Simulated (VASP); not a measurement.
ZrTa3N4: relaxation of cell and atoms with PBE

Crystal: ZrTa3N4.

```
Zr Ta N
1.0
     6.00291    0.00000    0.00000
    -3.00146    5.19868    0.00000
     0.00000    0.00000    2.97624
Zr Ta N
1 3 4
Cartesian
  0.0000 0.0000 0.0000
  3.0015 0.0000 0.0000
  -1.5007 2.5993 0.0000
  1.5007 2.5993 0.0000
  -1.5007 4.3322 1.4881
  1.5007 4.3322 1.4881
  3.0015 1.7329 1.4881
  0.0000 1.7329 1.4881
```

* Program: VASP 6.6.1
* Task: relaxation of cell and atoms
* Functional: PBE
* Potentials or basis: VASP PAW PBE potentials, release 64 (Zr_sv, Ta_pv, N)
* Cutoff: 600 eV
* k mesh: 3 × 3 × 4
* Occupations: gaussian, width 0.15 eV
* Spin: no spin polarisation
* Dipole correction: no
* Further INCAR settings: ALGO = Normal; EDIFF = 1e-06; IBRION = 2; EDIFFG = -0.08; NSW = 36; ISIF = 3

The relaxed volume is 11.27 Å³/atom, the relaxed cell is a = 5.974 Å, b = 5.974 Å, c = 2.918 Å, α = 90.00°, β = 90.00°, γ = 120.00° and the space group after relaxing (to 0.05 Å) is P-6m2 (No. 187). The energy gained by relaxing is 26.2 meV/atom, the ionic steps are 7 and the pressure after relaxing is 0.1 GPa. The largest force after relaxing is 0.047 eV/Å.

Forces in eV/Å, atoms in the order of the input:
```
Zr   0.000  0.000  0.000
Ta   0.000 -0.023  0.000
Ta   0.020  0.011  0.000
Ta  -0.020  0.011  0.000
N   -0.040  0.023  0.000
N    0.040  0.023  0.000
N    0.000  0.000  0.000
N    0.000 -0.047  0.000
```

Stress tensor (GPa, compression positive):
```
 0.69  0.00  0.00
 0.00  0.69  0.00
 0.00  0.00 -1.12
```

Step by step:
```
step  energy change (eV)  largest force (eV/Å)  pressure (GPa)  volume (Å³)
   1              0.0000                0.9661           -8.73        92.88
   2              0.2570                0.3165           23.61        84.59
   3             -0.1588                0.7311            1.98        89.60
   4             -0.1590                0.7239            2.30        89.52
   5             -0.2075                0.1062           -0.30        90.35
   6             -0.2075                0.0979           -0.32        90.36
   7             -0.2096                0.0466            0.09        90.18
```

Final structure:
```
Zr Ta N
1.0
     5.97419    0.00000    0.00000
    -2.98710    5.17380    0.00000
     0.00000    0.00000    2.91752
Zr Ta N
1 3 4
Cartesian
  0.0000 0.0000 2.9175
  0.0000 5.1603 0.0000
  -1.4818 2.5937 0.0000
  1.4818 2.5937 0.0000
  -1.4395 4.2803 1.4588
  1.4394 4.2803 1.4588
  2.9871 1.7246 1.4588
  0.0000 1.7871 1.4588
```

Levels at points of the mesh, in eV from the Fermi level:
```tsv
k point	band 30	band 31	band 32	band 33	band 34	band 35
(0.00, 0.00, 0.00)	-2.25	-2.25	-2.13	-2.13	2.78	3.32
(0.00, 0.00, 0.50)	0.03	0.51	0.51	0.69	0.69	2.99
```

It took 3.7 min on 1 thread of Intel(R) Xeon(R) Platinum 8259CL CPU @ 2.50GHz (Skylake/Cascade Lake) (shared host), peak memory 0.26 GiB.

Caveat: the k points lie up to 0.54 Å⁻¹ apart in the final cell; spin-orbit coupling is left out, which moves the levels of the heavy elements; the relaxation stopped at a loose force limit of 0.08 eV/Å, so its end isn't a converged minimum.
